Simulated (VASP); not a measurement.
# W3S in VASP: notebook

Runs on W3S. Level: PBE. Tasks: single point.

Everything below comes from runs of VASP 6.6.1. Logs are shortened: lines on timing, memory, paths and dates and some standing lists are left out, and cuts for length are marked.

### 1 The cell of the first run

The cell holds a slab with vacuum, 4 atoms: a = 2.855 Å, b = 2.855 Å, c = 20.197 Å, α = 90.00°, β = 90.00°, γ = 120.00°.

### 2 Single point, PBE

The input, INCAR:

```
ALGO     = Normal         # electronic algorithm
DIPOL    = 0.5 0.5 0.367
EDIFF    = 1E-6           # SCF threshold, eV
ENCUT    = 520            # plane-wave cutoff, eV
GGA      = PE             # functional
IDIPOL   = 3            
ISIF     = 2              # what is computed and relaxed
ISMEAR   = 0              # smearing method
LASPH    = T              # aspherical terms in the spheres
LCHARG   = T              # write CHGCAR
LDIPOL   = T            
LELF     = T              # ELF
LREAL    = F              # projectors in reciprocal space
LVACPOTAV= T            
LVHAR    = T            
LWAVE    = F              # write WAVECAR
NBANDS   = 32             # bands
NELM     = 100            # most SCF steps
PREC     = Accurate       # precision mode
SIGMA    = 0.1            # smearing width, eV
```

The input, KPOINTS:

```
k-points
0
Gamma
  9 9 1
```

The input, POSCAR:

```
W3S
1.0
    2.8545944806      0.0000000000      0.0000000000
   -1.4272972403      2.4721513377      0.0000000000
    0.0000000000      0.0000000000     20.1971108355
W S
3 1
Direct
    0.6666666667      0.3333333334      0.1980481284
    0.3333333333      0.6666666667      0.3143337982
    0.0000000000      0.0000000000      0.4306116309
    0.0000000000      0.5000000000      0.5242623501
```

Potentials or basis: VASP PAW PBE potentials, release 64 (W_sv, S).

Launch:

```sh
$ cat potpaw_PBE.64/W_sv/POTCAR potpaw_PBE.64/S/POTCAR > POTCAR
$ mpirun -np 1 vasp_std > vasp.out
```

OUTCAR:

```text
EDIFF = 1E-6
   ENCUT = 520
   GGA = PE
   ISIF = 2
   ISMEAR = 0
   LASPH = T
   LREAL = F
   NELM = 100
   PREC = Accurate

 ion  position               nearest neighbor table
   1  0.667  0.333  0.198-   2 2.87   2 2.87   2 2.87
   2  0.333  0.667  0.314-   3 2.87   3 2.87   3 2.87   1 2.87   1 2.87   1 2.87
   3  0.000  0.000  0.431-   4 2.37   4 2.37   2 2.87   2 2.87   2 2.87   4 3.11   4 3.11
   4  0.000  0.500  0.524-   3 2.37   3 2.37   3 3.11   3 3.11

  LATTYP: Found a hexagonal cell.
 ALAT       =     2.8545944806
 C/A-ratio  =     7.0752994770

  Lattice vectors:

 A1 = (   2.8545944806,   0.0000000000,   0.0000000000)
 A2 = (  -1.4272972403,   2.4721513377,   0.0000000000)
 A3 = (   0.0000000000,   0.0000000000,  20.1971108355)

Analysis of symmetry for initial positions (statically):
=====================================================================
 Subroutine PRICEL returns:
 Original cell was already a primitive cell.

 Routine SETGRP: Setting up the symmetry group for a
 hexagonal supercell.

 Subroutine GETGRP returns: Found  2 space group operations
 (whereof  2 operations were pure point group operations)
 out of a pool of 24 trial point group operations.

The static configuration has the point symmetry C_1h.

Analysis of symmetry for dynamics (positions and initial velocities):
=====================================================================
 Subroutine PRICEL returns:
 Original cell was already a primitive cell.

 Routine SETGRP: Setting up the symmetry group for a
 hexagonal supercell.

 Subroutine GETGRP returns: Found  2 space group operations
 (whereof  2 operations were pure point group operations)
 out of a pool of 24 trial point group operations.

The dynamic configuration has the point symmetry C_1h.

 Subroutine INISYM returns: Found  2 space group operations
 (whereof  2 operations are pure point group operations),
 and found     1 'primitive' translations

----------------------------------------------------------------------------------------

                                     Primitive cell

  volume of cell :     142.5308

  direct lattice vectors                    reciprocal lattice vectors
     2.854594481  0.000000000  0.000000000     0.350312455  0.202252990  0.000000000
    -1.427297240  2.472151338  0.000000000     0.000000000  0.404505980  0.000000000
     0.000000000  0.000000000 20.197110835     0.000000000  0.000000000  0.049512032

[... 85 lines left out ...]
   NELM   =    100;   NELMIN=  2; NELMDL= -5     # of ELM steps
   EDIFF  = 0.1E-05   stopping-criterion for ELM
   LREAL  =      F    real-space projection
   EDIFFG = 0.1E-04   stopping-criterion for IOM
   NSW    =      0    number of steps for IOM
   IBRION =     -1    ionic relax: 0-MD 1-quasi-New 2-CG
   NFREE  =      0    steps in history (QN), initial steepest desc. (CG)
   ISIF   =      2    stress and relaxation
   ISYM   =      2    0-nonsym 1-usesym 2-fastsym
   POTIM  = 0.5000    time-step for ionic-motion
   TEBEG  =    0.0;   TEEND  =   0.0 temperature during run
   PSTRESS=    0.0 pullay stress
   NELECT =      48.0000    total number of electrons
   NUPDOWN=      -1.0000    fix difference up-down
   EMIN   =  10.00;   EMAX   =-10.00  energy-range for DOS
   EFERMI =   0.00;   METHOD = LEGACY
   ISMEAR =     0;   SIGMA  =   0.10  broadening in eV -4-tet -1-fermi 0-gaus
   EFERMI_NEDOS =   21; number of points for ismear=-14 and -15
   IALGO  =     38    algorithm
   IMIX   =      4    mixing-type and parameters
     AMIX     =   0.40;   BMIX     =  1.00
     AMIX_MAG =   1.60;   BMIX_MAG =  1.00
  volume/ion in A,a.u.               =      35.63       240.46
  Fermi-wavevector in a.u.,A,eV,Ry     =   1.138988  2.152374 17.650740  1.297293
  Thomas-Fermi vector in A             =   2.275692
   LORBIT       =      0    0 simple, 1 ext, 2 COOP (PROOUT), +10 PAW based schemes
   GGA     = PE    functional components
   LHFCALC =     F    Hartree Fock is set to
   AEXX    =    0.0000 exact exchange contribution
   IVDW    =     0    specifies the selected vdW correction
   LEPSILON=     F    determine dielectric tensor
   LRPA    =     F    only Hartree local field effects (RPA)
 non-spin polarized calculation
 Gauss-broadening in eV      SIGMA  =   0.10
  energy-cutoff  :      520.00
  volume of cell :      142.53
 maximum number of plane-waves:      3867
 NGX is ok and might be reduce to    24
   NGX = 11   NGY = 11   NGZ = 75

 dipolmoment           0.000000      0.000000      0.406407 electrons x Angstroem

 number of electron      48.0000001 magnetization

 dipolmoment           0.000000      0.000000     -0.018685 electrons x Angstroem

 Free energy of the ion-electron system (eV)
  ---------------------------------------------------
  ext. energy  EPLUGINS =         0.00000000
  ---------------------------------------------------
  free energy    TOTEN  =       -40.27679428 eV

  energy without entropy =      -40.25339695  energy(sigma->0) =      -40.26509561

 E-fermi :   1.9496     XC(G=0):  -6.6336

 val. band max:        1.9468240551   @ k =  -0.2222   0.4444   0.0000
 cond. band min:       1.9515448282   @ k =   0.3333   0.2222   0.0000
 fundamental gap:      0.0047207731
 Fermi energy:         1.9495533532

 k-point     1 :       0.0000    0.0000    0.0000
  band No.  band energies     occupation
      1     -72.1560      2.00000
      2     -71.8510      2.00000
      3     -71.8011      2.00000
      4     -36.6700      2.00000
      5     -36.2961      2.00000
      6     -35.9756      2.00000
[... 829 lines left out ...]
     31       6.5608      0.00000
     32       8.8716      0.00000

 [... further k-points ...]
[... 5 lines left out ...]
  --------------------------------------------------------------------------------------
  -------------------------------------------------------------------------------------
  Total       -0.5402077     -0.5407930      0.3844044      0.0005068     -0.0287179     -0.0497412
  in kB       -6.0724320     -6.0790106      4.3210592      0.0056972     -0.3228154     -0.5591368
  external PRESSURE =      -2.6101278 kB  Pullay stress =       0.0000000 kB

 VOLUME and BASIS-vectors are now :
 -----------------------------------------------------------------------------
  energy-cutoff  :      520.00
  volume of cell :      142.53
      direct lattice vectors                 reciprocal lattice vectors
     2.854594481  0.000000000  0.000000000     0.350312455  0.202252990  0.000000000
    -1.427297240  2.472151338  0.000000000     0.000000000  0.404505980  0.000000000
     0.000000000  0.000000000 20.197110835     0.000000000  0.000000000  0.049512032

 POSITION                                       TOTAL-FORCE (eV/Angst)
 -----------------------------------------------------------------------------------
      1.42730      0.82405      4.00000         0.014845      0.008571     -0.116975
     -0.00000      1.64810      6.34863         0.096340      0.055622      0.072402
      0.00000      0.00000      8.69711        -0.241438     -0.139394      0.019454
     -0.71365      1.23608     10.58858         0.130252      0.075201      0.025118
 -----------------------------------------------------------------------------------
    total drift:                                0.000014      0.000008      0.000496

  FREE ENERGIE OF THE ION-ELECTRON SYSTEM (eV)
  ---------------------------------------------------
  free  energy   TOTEN  =       -40.2767942787 eV

  energy  without entropy=      -40.2533969492  energy(sigma->0) =      -40.26509561

 vacuum level on the upper side and lower side of the slab         6.627         7.105
```

stdout:

```text
POSCAR found type information on POSCAR W S
 POSCAR found :  2 types and       4 ions
 scaLAPACK will be used
 LDA part: xc-table for (Slater+PW92), standard interpolation
 POSCAR, INCAR and KPOINTS ok, starting setup
 FFT: planning ... GRIDC
 FFT: planning ... GRID_SOFT
 FFT: planning ... GRID
 WAVECAR not read
 entering main loop
 -----------------------------------------------------------------------------
|                                                                             |
|           W    W    AA    RRRRR   N    N  II  N    N   GGGG   !!!           |
|           W    W   A  A   R    R  NN   N  II  NN   N  G    G  !!!           |
|           W    W  A    A  R    R  N N  N  II  N N  N  G       !!!           |
|           W WW W  AAAAAA  RRRRR   N  N N  II  N  N N  G  GGG   !            |
|           WW  WW  A    A  R   R   N   NN  II  N   NN  G    G                |
|           W    W  A    A  R    R  N    N  II  N    N   GGGG   !!!           |
|                                                                             |
|     Did not find any points to average over, which means that no vacuum     |
|     field-free region was found. Please increase the size of  your cell     |
|     in the dimension of the dipole correction to obtain accurate            |
|     workfunction values.                                                    |
|                                                                             |
 -----------------------------------------------------------------------------
```

Wall time 89 s (1 thread of Intel Xeon 6975P-C (Granite Rapids), shared host); peak memory 0.32 GiB.

Results:

```yaml
Free_energy: -40.2768 eV
Largest_force: 0.279 eV/Å
Band_gap_on_the_k_mesh: zero (band 24 reaches 2.44 eV, above the bottom of band 25 at 1.73 eV)
```

Forces on the atoms (eV/Å):
```
W    0.015  0.009 -0.117
W    0.096  0.056  0.072
W   -0.241 -0.139  0.019
S    0.130  0.075  0.025
```

Levels at points of the mesh, in eV from the Fermi level:
```tsv
k point	band 21	band 22	band 23	band 24	band 25	band 26	band 27	band 28
(0.00, 0.00, 0.00)	-0.94	-0.90	-0.50	-0.17	-0.04	0.05	0.19	1.08
```

Caveat: spin-orbit coupling is left out, which moves the levels of the heavy elements.

### 3 Single point, PBE

The input, INCAR:

```
PREC = Accurate ; ENCUT = 520
EDIFF = 1E-6 ; ISMEAR = 0
SIGMA = 0.1 ; LREAL = F
LASPH = T ; NELM = 60
ALGO = Normal ; ISIF = 2
LWAVE = F ; LCHARG = F
LDIPOL = T ; IDIPOL = 3
DIPOL = 0.5 0.5 0.369 ; GGA = PE
NBANDS = 32
```

The input, KPOINTS:

```
Automatic mesh
0
Gamma
  9 9 1
```

The input, POSCAR:

```
W3S
1.0
    2.8545944806      0.0000000000      0.0000000000
   -1.4272972403      2.4721513377      0.0000000000
    0.0000000000      0.0000000000     20.1971108355
W S
3 1
Direct
    0.6666666666      0.3333333333      0.1980481284
    0.3333333334      0.6666666667      0.3143337982
    0.0000000000      0.0000000000      0.4306116309
    0.1666666667      0.3333333333      0.5344240637
```

Potentials or basis: VASP PAW PBE potentials, release 64 (W_sv, S).

Launch:

```sh
$ cat potpaw_PBE.64/W_sv/POTCAR potpaw_PBE.64/S/POTCAR > POTCAR
$ mpirun -np 1 vasp_std > vasp.out
```

It took 1.7 min on 1 thread of Intel Xeon 6975P-C (Granite Rapids), shared host; peak memory 0.32 GiB.

Results (log left out):

```yaml
Free_energy: -39.7824 eV
Largest_force: 1.041 eV/Å
Band_gap_on_the_k_mesh: zero (band 24 reaches 2.32 eV, above the bottom of band 25 at 1.47 eV)
```

Forces on the atoms (eV/Å):
```
W    0.000 -0.022  0.002
W    0.000 -0.112  0.083
W    0.000 -0.906 -0.083
S    0.000  1.041 -0.002
```

Levels at points of the mesh, in eV from the Fermi level:
| k point | band 20 | band 21 | band 22 | band 23 | band 24 | band 25 | band 26 | band 27 | band 28 | band 29 |
| --- | --- | --- | --- | --- | --- | --- | --- | --- | --- | --- |
| (0.00, 0.00, 0.00) | -0.90 | -0.71 | -0.46 | -0.39 | 0.00 | 0.00 | 0.17 | 1.54 | 1.72 | 2.10 |

Caveat: spin-orbit coupling is left out, which moves the levels of the heavy elements.
